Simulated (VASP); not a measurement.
The system is HgTe.

```
Hg Te
1.0
     0.00000    3.22337    3.37686
     3.22337    0.00000    3.37686
     3.22337    3.22337    0.00000
Hg Te
1 1
Cartesian
  0.0000 0.0000 0.0000
  1.6117 1.6117 1.6884
```

This cell differs from its parent crystal: epitaxial xy strain -2.0%.

Base run:

* Program: VASP 6.6.1
* Functional: PBE
* Potentials or basis: VASP PAW PBE potentials, release 64 (Hg, Te)
* Cutoff: 520 eV
* k mesh: 6 × 6 × 6
* Occupations: fermi-dirac, width 0.02 eV
* Spin: no spin polarisation

Its results: band gap on the k mesh zero (filled and empty bands touch); pressure 1.9 GPa.

**Question.** The run is repeated on the same cell with these changes: functional from PBE to HSE06; k mesh from 6 × 6 × 6 to 4 × 4 × 4. What comes out?

**Answer.** Band gap on the k mesh zero (filled and empty bands touch); pressure 0.6 GPa.

Several settings changed at once.

Caveats: some runs use coarse meshes; spin-orbit coupling is left out, which moves the levels of the heavy elements; semilocal functionals underestimate gaps, so a narrow gap can read as zero (at least some runs); the PAW data sets were made with another functional, which shifts forces and pressure a little (at least some runs).
